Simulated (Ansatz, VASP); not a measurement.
**One calculation of Zr2B3, two programs**

Contents of INCAR:

```
PREC = Accurate
ENCUT = 600
EDIFF = 1E-7
ISMEAR = 0
SIGMA = 0.1
LREAL = False
LASPH = True
NELM = 80
ALGO = Normal
ISIF = 3
LWAVE = False
LCHARG = False
GGA = PE
IBRION = 2
NSW = 100
EDIFFG = -0.01
```

The input KPOINTS:

```
Automatic mesh
0
Gamma
  12 12 8
```

File POSCAR:

```
Zr2B3
1.0
    3.9030660932      0.0000000000      0.0000000000
   -1.9515330466      3.3801543894      0.0000000000
    0.0000000000      0.0000000000      4.9793765227
Zr B
2 3
Direct
    0.6666666667      0.3333333333      0.5000000000
    0.3333333333      0.6666666667      0.0000000000
    0.0000000000      0.0000000000      0.6743147072
    0.0000000000      0.0000000000      0.3256852928
    0.6666666667      0.3333333333      0.0000000000
```

Input for Ansatz:

```yaml
crystal:
  lattice:
    - [3.9030660932, 0.0, 0.0]
    - [-1.9515330466, 3.3801543894, 0.0]
    - [0.0, 0.0, 4.9793765227]
  atoms:
    - { symbol: Zr, position: [0.6666666667, 0.3333333333, 0.5] }
    - { symbol: Zr, position: [0.3333333333, 0.6666666667, 0.0] }
    - { symbol: B, position: [0.0, 0.0, 0.6743147072] }
    - { symbol: B, position: [0.0, 0.0, 0.3256852928] }
    - { symbol: B, position: [0.6666666667, 0.3333333333, 0.0] }
basis:
  ecutwfc: 420
kpoints:
  mp_grid: { grid: [12, 12, 8] }
hamiltonian:
  xc: pbe
scf:
  occupations: { method: gaussian, width: 0.1 }
output:
  forces: true
  stress: true
  eigenvalues: true
relax:
  adjacent_minimum: "off"
  f_tol: 0.01
  max_steps: 80
  cell: { stress_tol: 0.05 }
```

Change from the starting cell: species swapped into the Fe3Ge2 type (P-6m2, No. 187).

Alike in both runs: task relaxation of cell and atoms; functional PBE; k mesh 12 × 12 × 8; occupations gaussian, width 0.1 eV; no spin polarisation.

```csv
,VASP,Ansatz
version,VASP 6.6.1,Ansatz 0.2.0
potentials or method,"VASP PAW PBE potentials, release 64 (Zr_sv, B), cutoff 600 eV","scalar-relativistic, plane waves, PAW"
valence electrons in the cell,33,33
```

|  | VASP | Ansatz | Ansatz less VASP |
| --- | --- | --- | --- |
| gap on the k mesh at the Fermi level, each at its own relaxed structure (eV) | none | none | - |
| relaxed volume (Å³/atom) | 13.14 | 13.13 | -0.009 |
| relaxed cell length with the largest relative difference (Å) | 4.980 | 4.978 | -0.0018 |

A gap of «none» marks a metal or a gap that the smearing closes.
